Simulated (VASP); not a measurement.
# YSiNi4 (Cmmm) in VASP: notebook

YSiNi4 is run at these levels: LDA; tasks: single point.

All numbers are computed with VASP 6.6.1; they aren't measurements. Logs are shortened: lines on timing, memory, paths and dates and some standing lists are left out, and cuts for length are marked.

### 1 The cell of the first run

Symmetry: Cmmm, No. 65, orthorhombic system. The conventional cell has a = 5.026 Å, b = 8.118 Å, c = 3.909 Å, α = 90.00°, β = 90.00°, γ = 90.00°. Y (site symmetry mmm) has 14 Ni at 2.77 to 3.09 Å and 4 Si at 3.18 Å within 3.7 Å. Within 3.2 Å of Si (site symmetry mmm) lie 8 Ni at 2.34 to 2.39 Å and 4 Y at 3.18 Å. Within 3.1 Å of Ni (site symmetry m2m) lie 2 Si at 2.34 Å and 7 Ni at 2.44 to 2.92 Å and 3 Y at 2.77 to 2.82 Å. Within 3.2 Å of Ni (site symmetry 2/m) lie 2 Si at 2.39 Å and 6 Ni at 2.44 to 2.51 Å and 4 Y at 3.09 Å.

### 2 Single point, LDA

Input file INCAR:

```
SYSTEM = YSiNi4
PREC     = Accurate       ! precision mode
ENCUT    = 600            ! plane-wave cutoff, eV
EDIFF    = 1E-6           ! SCF threshold, eV
ISMEAR   = 0              ! smearing method
SIGMA    = 0.1            ! smearing width, eV
LREAL    = .False.        ! projectors in reciprocal space
LASPH    = .True.         ! aspherical terms in the spheres
NELM     = 120            ! most SCF steps
ALGO     = Normal         ! electronic algorithm
ISIF     = 2              ! what is computed and relaxed
LWAVE    = .False.        ! write WAVECAR
LCHARG   = .False.        ! write CHGCAR
GGA      = CA             ! functional
NBANDS   = 36             ! bands
GGA_COMPAT= .False.
```

Input file KPOINTS:

```
Automatic mesh
0
Gamma
  4 4 6
  0 0 0
```

Input file POSCAR:

```
YSiNi4
1.0
    2.5127727500     -4.0591227500      0.0000000000
    2.5127727500      4.0591227500      0.0000000000
    0.0000000000      0.0000000000      3.9087789800
Y Si Ni
1 1 4
Direct
    0.0000000000      0.0000000000      0.0000000000
    0.5000000000      0.5000000000      0.5000000000
    0.3412511900      0.6587488100      0.0000000000
    0.6587488100      0.3412511900      0.0000000000
    0.5000000000      0.0000000000      0.5000000000
    0.0000000000      0.5000000000      0.5000000000
```

Potentials or basis: VASP PAW LDA potentials, release 64 (Y_sv, Si, Ni).

Command:

```sh
$ cat potpaw_LDA.64/Y_sv/POTCAR potpaw_LDA.64/Si/POTCAR potpaw_LDA.64/Ni/POTCAR > POTCAR
$ mpirun -np 1 vasp_std > vasp.out
```

OUTCAR:

```text
SYSTEM = YSiNi4
   PREC = Accurate
   ENCUT = 600
   EDIFF = 1E-6
   ISMEAR = 0
   LREAL = .False.
   LASPH = .True.
   NELM = 120
   ISIF = 2
   GGA = CA

 ion  position               nearest neighbor table
   1  0.000  0.000  0.000-   3 2.77   4 2.77   4 2.82   3 2.82   4 2.82   3 2.82   5 3.09   6 3.09
                             5 3.09   6 3.09   6 3.09   6 3.09   5 3.09   5 3.09   2 3.18   2 3.18
   2  0.500  0.500  0.500-   3 2.34   4 2.34   3 2.34   4 2.34   5 2.39   6 2.39   5 2.39   6 2.39
                             1 3.18   1 3.18   1 3.18   1 3.18
   3  0.341  0.659  0.000-   2 2.34   2 2.34   6 2.44   5 2.44   5 2.44   6 2.44   4 2.58   1 2.77
                             1 2.82   1 2.82   4 2.92   4 2.92
   4  0.659  0.341  0.000-   2 2.34   2 2.34   6 2.44   5 2.44   5 2.44   6 2.44   3 2.58   1 2.77
                             1 2.82   1 2.82   3 2.92   3 2.92
   5  0.500  0.000  0.500-   2 2.39   2 2.39   4 2.44   3 2.44   4 2.44   3 2.44   6 2.51   6 2.51
                             1 3.09   1 3.09   1 3.09   1 3.09
   6  0.000  0.500  0.500-   2 2.39   2 2.39   4 2.44   3 2.44   4 2.44   3 2.44   5 2.51   5 2.51
                             1 3.09   1 3.09   1 3.09   1 3.09

  LATTYP: Found a base centered orthorhombic cell.
 ALAT       =     5.0255455000
 B/A-ratio  =     1.6153958809
 C/A-ratio  =     0.7777820298

  Lattice vectors:

 A1 = (   2.5127727500,  -4.0591227500,   0.0000000000)
 A2 = (   2.5127727500,   4.0591227500,   0.0000000000)
 A3 = (   0.0000000000,   0.0000000000,   3.9087789800)

Analysis of symmetry for initial positions (statically):
=====================================================================
 Subroutine PRICEL returns:
 Original cell was already a primitive cell.

 Routine SETGRP: Setting up the symmetry group for a
 base centered orthorhombic supercell.

 Subroutine GETGRP returns: Found  8 space group operations
 (whereof  8 operations were pure point group operations)
 out of a pool of  8 trial point group operations.

The static configuration has the point symmetry D_2h.

Analysis of symmetry for dynamics (positions and initial velocities):
=====================================================================
 Subroutine PRICEL returns:
 Original cell was already a primitive cell.

 Routine SETGRP: Setting up the symmetry group for a
 base centered orthorhombic supercell.

 Subroutine GETGRP returns: Found  8 space group operations
 (whereof  8 operations were pure point group operations)
 out of a pool of  8 trial point group operations.

The dynamic configuration has the point symmetry D_2h.

 Subroutine INISYM returns: Found  8 space group operations
 (whereof  8 operations are pure point group operations),
 and found     1 'primitive' translations

----------------------------------------------------------------------------------------

                                     Primitive cell

  volume of cell :      79.7364

  direct lattice vectors                    reciprocal lattice vectors
     2.512772750 -4.059122750  0.000000000     0.198983374 -0.123179325  0.000000000
     2.512772750  4.059122750  0.000000000     0.198983374  0.123179325  0.000000000
     0.000000000  0.000000000  3.908778980     0.000000000  0.000000000  0.255834368

  length of vectors
     4.773940133  4.773940133  3.908778980     0.234024634  0.234024634  0.255834368

  position of ions in fractional coordinates (direct lattice)
     0.000000000  0.000000000  0.000000000
     0.500000000  0.500000000  0.500000000
     0.341251190  0.658748810  0.000000000
     0.658748810  0.341251190  0.000000000
     0.500000000  0.000000000  0.500000000
     0.000000000  0.500000000  0.500000000

  ion indices of the primitive-cell ions
   primitive index   ion index
                 1           1
                 2           2
                 3           3
                 4           4
                 5           5
                 6           6

----------------------------------------------------------------------------------------

 KPOINTS: Automatic mesh

Automatic generation of k-mesh.
 Grid dimensions read from file:
 generate k-points for:    4    4    6

 Generating k-lattice:

  Cartesian coordinates                     Fractional coordinates (reciprocal lattice)
     0.049745844 -0.030794831  0.000000000     0.250000000  0.000000000  0.000000000
     0.049745844  0.030794831  0.000000000     0.000000000  0.250000000  0.000000000
     0.000000000  0.000000000  0.042639061     0.000000000  0.000000000  0.166666667

  Length of vectors
     0.058506158  0.058506158  0.042639061

  Shift w.r.t. Gamma in fractional coordinates (k-lattice)
     0.000000000  0.000000000  0.000000000

 Subroutine IBZKPT returns following result:
 ===========================================

 Found     28 irreducible k-points:

 Following reciprocal coordinates:
            Coordinates               Weight
  0.000000  0.000000  0.000000      1.000000
  0.250000  0.000000  0.000000      4.000000
  0.500000  0.000000  0.000000      2.000000
  0.250000  0.250000  0.000000      2.000000
  0.500000  0.250000  0.000000      4.000000
 -0.250000  0.250000  0.000000      2.000000
[... 16 lines left out ...]
  0.250000  0.000000  0.500000      4.000000
  0.500000  0.000000  0.500000      2.000000
 [... further k-points ...]
   k-points           NKPTS =     28   k-points in BZ     NKDIM =     28   number of bands    NBANDS=     36
   number of dos      NEDOS =    301   number of ions     NIONS =      6
   total plane-waves  NPLWV =  51200
   dimension x,y,z NGX =    40 NGY =   40 NGZ =   32
   dimension x,y,z NGXF=    80 NGYF=   80 NGZF=   64
   ions per type =               1   1   4
   NGX,Y,Z   is equivalent  to a cutoff of  13.93, 13.93, 13.61 a.u.
   NGXF,Y,Z  is equivalent  to a cutoff of  27.86, 27.86, 27.22 a.u.
 SYSTEM =  YSiNi4
   PREC   = accura    normal or accurate (medium, high low for compatibility)
   ISTART =      0    job   : 0-new  1-cont  2-samecut
   ICHARG =      2    charge: 1-file 2-atom 10-const
   ISPIN  =      1    spin polarized calculation?
   LNONCOLLINEAR =      F non collinear calculations
   LSORBIT =      F    spin-orbit coupling
   LASPH  =      T    aspherical Exc in radial PAW
   ENCUT  =  600.0 eV  44.10 Ry    6.64 a.u.   9.53  9.53  7.81*2*pi/ulx,y,z
   NELM   =    120;   NELMIN=  2; NELMDL= -5     # of ELM steps
   EDIFF  = 0.1E-05   stopping-criterion for ELM
   LREAL  =      F    real-space projection
   EDIFFG = 0.1E-04   stopping-criterion for IOM
   NSW    =      0    number of steps for IOM
   IBRION =     -1    ionic relax: 0-MD 1-quasi-New 2-CG
   NFREE  =      0    steps in history (QN), initial steepest desc. (CG)
   ISIF   =      2    stress and relaxation
   ISYM   =      2    0-nonsym 1-usesym 2-fastsym
   POTIM  = 0.5000    time-step for ionic-motion
   TEBEG  =    0.0;   TEEND  =   0.0 temperature during run
   PSTRESS=    0.0 pullay stress
   NELECT =      55.0000    total number of electrons
   NUPDOWN=      -1.0000    fix difference up-down
   EMIN   =  10.00;   EMAX   =-10.00  energy-range for DOS
   EFERMI =   0.00;   METHOD = LEGACY
   ISMEAR =     0;   SIGMA  =   0.10  broadening in eV -4-tet -1-fermi 0-gaus
   EFERMI_NEDOS =   21; number of points for ismear=-14 and -15
   IALGO  =     38    algorithm
   IMIX   =      4    mixing-type and parameters
     AMIX     =   0.40;   BMIX     =  1.00
     AMIX_MAG =   1.60;   BMIX_MAG =  1.00
  volume/ion in A,a.u.               =      13.29        89.68
  Fermi-wavevector in a.u.,A,eV,Ry     =   1.446473  2.733437 28.467240  2.092283
  Thomas-Fermi vector in A             =   2.564537
   LORBIT       =      0    0 simple, 1 ext, 2 COOP (PROOUT), +10 PAW based schemes
   GGA     = CA    functional components
   LHFCALC =     F    Hartree Fock is set to
   AEXX    =    0.0000 exact exchange contribution
   IVDW    =     0    specifies the selected vdW correction
   LEPSILON=     F    determine dielectric tensor
   LRPA    =     F    only Hartree local field effects (RPA)
 non-spin polarized calculation
 Gauss-broadening in eV      SIGMA  =   0.10
  energy-cutoff  :      600.00
  volume of cell :       79.74
 maximum number of plane-waves:      2674
 NGX is ok and might be reduce to    40
   NGX = 19   NGY = 19   NGZ = 15

 number of electron      55.0000013 magnetization

 Free energy of the ion-electron system (eV)
  ---------------------------------------------------
  ext. energy  EPLUGINS =         0.00000000
  ---------------------------------------------------
  free energy    TOTEN  =       -43.19351197 eV

  energy without entropy =      -43.17164971  energy(sigma->0) =      -43.18258084

 E-fermi :   8.0445     XC(G=0): -12.5176

 val. band max:        8.0396491208   @ k =   0.5000   0.0000   0.3333
 cond. band min:       8.0654675153   @ k =  -0.2500   0.2500   0.5000
 fundamental gap:      0.0258183945
 Fermi energy:         8.0444572393

 k-point     1 :       0.0000    0.0000    0.0000
  band No.  band energies     occupation
      1     -33.6425      2.00000
      2     -13.8687      2.00000
      3     -13.8105      2.00000
      4     -13.8057      2.00000
      5      -2.3918      2.00000
      6       3.3756      2.00000
[... 28 lines left out ...]
     35      12.3523      0.00000
     36      15.3987      0.00000

 k-point     2 :       0.2500    0.0000    0.0000
  band No.  band energies     occupation
      1     -33.6418      2.00000
      2     -13.8849      2.00000
      3     -13.8124      2.00000
      4     -13.8102      2.00000
      5      -1.9695      2.00000
      6       2.4920      2.00000
[... 28 lines left out ...]
     35      13.0924      0.00000
     36      14.2148      0.00000
[... 817 lines left out ...]
     35      13.2611      0.00000
     36      13.9293      0.00000

 k-point    24 :       0.5000    0.0000    0.5000
  band No.  band energies     occupation
      1     -33.6331      2.00000
      2     -13.9650      2.00000
      3     -13.8744      2.00000
      4     -13.8004      2.00000
      5      -0.6999      2.00000
      6       2.6933      2.00000
[... 28 lines left out ...]
     35      13.1850      0.00000
     36      14.4859      0.00000

 [... further k-points ...]

------------------------ aborting loop because EDIFF is reached ----------------------------------------

  FORCE on cell =-STRESS in cart. coord.  units (eV):
  Direction    XX          YY          ZZ          XY          YZ          ZX
  --------------------------------------------------------------------------------------
  -------------------------------------------------------------------------------------
  Total       -3.5292347     -3.3048271     -3.6143668      0.0000000      0.0000000      0.0000000
  in kB      -70.9144295    -66.4053106    -72.6250258      0.0000000      0.0000000      0.0000000
  external PRESSURE =     -69.9815886 kB  Pullay stress =       0.0000000 kB

 VOLUME and BASIS-vectors are now :
 -----------------------------------------------------------------------------
  energy-cutoff  :      600.00
  volume of cell :       79.74
      direct lattice vectors                 reciprocal lattice vectors
     2.512772750 -4.059122750  0.000000000     0.198983374 -0.123179325  0.000000000
     2.512772750  4.059122750  0.000000000     0.198983374  0.123179325  0.000000000
     0.000000000  0.000000000  3.908778980     0.000000000  0.000000000  0.255834368

 POSITION                                       TOTAL-FORCE (eV/Angst)
 -----------------------------------------------------------------------------------
      0.00000      0.00000      0.00000        -0.000000      0.000000      0.000000
      2.51277      0.00000      1.95439         0.000000      0.000000      0.000000
      2.51277      1.28876      0.00000        -0.000000     -0.068011      0.000000
      2.51277     -1.28876      0.00000        -0.000000      0.068011     -0.000000
      1.25639     -2.02956      1.95439        -0.000000      0.000000      0.000000
      1.25639      2.02956      1.95439         0.000000      0.000000      0.000000
 -----------------------------------------------------------------------------------
    total drift:                                0.000000      0.000000     -0.000000

  FREE ENERGIE OF THE ION-ELECTRON SYSTEM (eV)
  ---------------------------------------------------
  free  energy   TOTEN  =       -43.1935119699 eV

  energy  without entropy=      -43.1716497087  energy(sigma->0) =      -43.18258084
```

Run time: 3.4 min. Hardware: 1 thread of Intel Xeon 8259CL, shared host; peak memory 0.26 GiB.

What came out:

* Free energy: -43.1935 eV
* Pressure: -7.0 GPa
* Largest force: 0.068 eV/Å
* Band gap on the k mesh: zero (an odd number of electrons rules out a gap without spin polarisation)

Forces on the atoms (eV/Å):
```
Y    0.000  0.000  0.000
Si   0.000  0.000  0.000
Ni   0.000 -0.068  0.000
Ni   0.000  0.068  0.000
Ni   0.000  0.000  0.000
Ni   0.000  0.000  0.000
```

Stress tensor (GPa, compression positive):
```
-7.09  0.00  0.00
 0.00 -6.64  0.00
 0.00  0.00 -7.26
```

Levels at points of the mesh, in eV from the Fermi level:
```tsv
k point	band 24	band 25	band 26	band 27	band 28	band 29	band 30	band 31	band 32	band 33
(0.00, 0.00, 0.00)	-0.71	-0.27	-0.20	-0.12	-0.08	0.30	0.88	1.59	2.49	3.37
(0.50, 0.00, 0.00)	-0.91	-0.89	-0.85	-0.61	-0.41	1.23	2.16	3.04	3.93	4.22
(0.50, 0.50, 0.00)	-1.05	-0.90	-0.70	-0.08	0.67	0.92	1.94	2.36	2.92	3.07
(0.00, 0.00, 0.50)	-0.90	-0.81	-0.54	-0.52	-0.29	-0.12	0.10	0.89	3.61	4.92
(0.50, 0.00, 0.50)	-1.04	-0.87	-0.84	-0.57	-0.51	0.73	0.99	1.86	2.84	3.65
(0.50, 0.50, 0.50)	-0.72	-0.66	-0.58	-0.19	-0.14	0.88	0.88	1.15	3.63	3.72
```

Caveat: the k points lie up to 0.37 Å⁻¹ apart, too coarse for converged energies and pressures of a metal. Spin polarisation is off, so any magnetic state and its effect on volume and gap are missing.

[end of part 1 of 2]
